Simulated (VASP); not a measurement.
Here is a VASP 6.6.1 calculation.

INCAR

```
SYSTEM = Sb
PREC     = Accurate       ! precision mode
ENCUT    = 520            ! plane-wave cutoff, eV
EDIFF    = 1E-8           ! SCF threshold, eV
ISMEAR   = -1             ! smearing method
SIGMA    = 0.05           ! smearing width, eV
LREAL    = .FALSE.        ! projectors in reciprocal space
LASPH    = .TRUE.         ! aspherical terms in the spheres
NELM     = 60             ! most SCF steps
ALGO     = Normal         ! electronic algorithm
ISIF     = 2              ! what is computed and relaxed
LWAVE    = .FALSE.        ! write WAVECAR
LCHARG   = .FALSE.        ! write CHGCAR
GGA      = PE             ! functional
LEFG     = .TRUE.       
NBANDS   = 8              ! bands
```

Contents of KPOINTS:

```
Automatic mesh
0
G
  13 13 13
  0 0 0
```

The input POSCAR:

```
Sb
1.0
    3.0954921035      0.0000000000      0.0000000000
    0.0000000000      3.0954921035      0.0000000000
    0.0000000000      0.0000000000      3.0954921035
Sb
1
Direct
    0.0000000000      0.0000000000      0.0000000000
```

Potentials or basis: VASP PAW PBE potentials, release 64 (Sb).

Command:

```console
$ cat potpaw_PBE.64/Sb/POTCAR > POTCAR
$ mpirun -np 1 vasp_std > vasp.out
```

Question: What does it give for the pressure?

Answer: 0.6 GPa.

Caveat: without QUAD_EFG the Cq values of the log hold for a quadrupole moment of 1 mb, not for the nuclei.
